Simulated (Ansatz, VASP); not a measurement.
**WS2: VASP beside Ansatz**

INCAR

```
SYSTEM = WS2
ALGO = Normal ; EDIFF = 1E-7
ENCUT = 520 ; GGA = PE
ISIF = 2 ; ISMEAR = -1
LASPH = .True. ; LCHARG = .False.
LREAL = .False. ; LWAVE = .False.
NBANDS = 20 ; NELM = 80
PREC = Accurate ; SIGMA = 0.05
```

File KPOINTS:

```
k-points
0
Gamma
  8 8 6
  0 0 0
```

File POSCAR:

```
WS2
1.0
    3.2225724724     -1.9755010262      0.0000000000
    3.2225724724      1.9755010262      0.0000000000
   -0.0031726578      0.0000000000      4.5445029641
W S
1 2
Direct
    0.0000000000      0.0000000000      0.0000000000
    0.6879000000      0.6879000000      0.2889000000
    0.3121000000      0.3121000000      0.7111000000
```

File input.yaml:

```yaml
crystal:
  lattice:
    - [3.2225724724, -1.9755010262, 0.0]
    - [3.2225724724, 1.9755010262, 0.0]
    - [-0.0031726578, 0.0, 4.5445029641]
  atoms:
    - { symbol: W, position: [0.0, 0.0, 0.0] }
    - { symbol: S, position: [0.6879, 0.6879, 0.2889] }
    - { symbol: S, position: [0.3121, 0.3121, 0.7111] }
kpoints:
  mp_grid: { grid: [8, 8, 6] }
scf:
  occupations: { method: fermi_dirac, width: 0.05 }
hamiltonian:
  xc: pbe
  pseudopotentials: { kind: all_electron, lapw: { basis_error: 0.001 } }
output:
  forces: true
  stress: true
  eigenvalues: true
```

Change from the starting cell: volume scaled by 1.06.

Alike in both runs: task single point; functional PBE; k mesh 8 × 8 × 6; occupations fermi-dirac, width 0.05 eV; no spin polarisation.

|  | VASP | Ansatz |
| --- | --- | --- |
| version | VASP 6.6.1 | Ansatz 0.2.0 |
| potentials or method | VASP PAW PBE potentials, release 64 (W_sv, S), cutoff 520 eV | all-electron LAPW, scalar-relativistic |

Ansatz gave:

```
gap on the k mesh at the Fermi level (eV)                     : none
pressure (GPa)                                                : -11.2
traceless stress, the component that is largest in VASP (GPa) : 17.78
rms of the force components (eV/Å)                            : 0.742
```

Question: What did VASP give for the same quantities?

Answer: gap on the k mesh at the Fermi level (eV): none; pressure (GPa): -11.3; traceless stress, the component that is largest in VASP (GPa): 17.80; rms of the force components (eV/Å): 0.743.

Atom by atom the forces differ by 0.001 eV/Å (rms over components). A gap of «none» marks a metal or a gap that the smearing closes. Ansatz ran all-electron here, and VASP with PAW potentials.

Neither program's run includes spin-orbit coupling.
